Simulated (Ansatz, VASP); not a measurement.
# CdI2: VASP beside Ansatz

```xyz
9
Lattice="4.2419 0.0000 0.0000 -2.1210 3.6736 0.0000 0.0000 0.0000 20.5043" Properties=species:S:1:pos:R:3 pbc="T T T"
Cd    2.1210    1.2245    6.8256
Cd    0.0000    2.4491   13.6788
Cd    0.0000    0.0000    0.0000
I     0.0000    2.4491    1.7303
I     0.0000    2.4491    8.5556
I     2.1210    1.2245   18.7740
I     2.1210    1.2245   11.9487
I     0.0000    0.0000    5.0958
I     0.0000    0.0000   15.4086
```

Alike in both runs: functional PBE; dispersion D3(BJ); k mesh 9 × 9 × 2; occupations gaussian, width 0.02 eV; no spin polarisation.

Ansatz relaxed the structure, and its values are those at the end. VASP's run is a single point on that final structure, the one shown.

```csv
,VASP,Ansatz
version,VASP 6.6.1,Ansatz 0.2.0
potentials or method,"VASP PAW PBE potentials, release 64 (Cd, I), cutoff 500 eV","scalar-relativistic, plane waves, PAW"
valence electrons in the cell,78,162
```

|  | VASP | Ansatz | Ansatz less VASP |
| --- | --- | --- | --- |
| gap on the k mesh at the Fermi level (eV) | 2.21 | 2.22 | +0.007 |
| least direct gap on the mesh (eV) | 2.34 | 2.35 | +0.006 |
| pressure (GPa) | 0.1 | 0.0 | -0.12 |
| rms of the force components (eV/Å) | 0.010 | 0.000 | -0.0092 |

VASP's potentials hold 78 valence electrons a cell and Ansatz's 162, so a difference there can come from the potentials and not from the codes.

Neither program's run includes spin-orbit coupling.
